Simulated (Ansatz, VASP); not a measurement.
Al2Cu: VASP beside Ansatz

```
CELL_PARAMETERS angstrom
-3.06978 3.06978 2.37678
3.06978 -3.06978 2.37678
3.06978 3.06978 -2.37678
ATOMIC_POSITIONS crystal
Al 0.65630 0.84370 0.50000
Al 0.15630 0.65630 0.81261
Al 0.84370 0.34370 0.18739
Al 0.34370 0.15630 0.50000
Cu 0.25000 0.25000 0.00000
Cu 0.75000 0.75000 0.00000
```

Alike in both runs: functional PBE; k mesh 4 × 4 × 4; occupations gaussian, width 0.2 eV; no spin polarisation.

Ansatz relaxed the structure, and its values are those at the end. VASP's run is a single point on that final structure, the one shown.

|  | VASP | Ansatz |
| --- | --- | --- |
| version | VASP 6.6.1 | Ansatz 0.2.0 |
| potentials or method | VASP PAW PBE potentials, release 64 (Al, Cu), cutoff 520 eV | scalar-relativistic, plane waves, PAW |
| valence electrons in the cell | 34 | 50 |

```csv
,VASP,Ansatz,Ansatz less VASP
gap on the k mesh at the Fermi level (eV),none,none,-
pressure (GPa),0.0,0.0,-0.06
rms of the force components (eV/Å),0.009,0.006,-0.0026
```

A gap of «none» marks a metal or a gap that the smearing closes. The functional is the same, so the differences come from potentials, cutoffs and numerics. VASP's potentials hold 34 valence electrons a cell and Ansatz's 50, so a difference there can come from the potentials and not from the codes.

The k mesh is coarse, so the values compare programs but aren't converged.
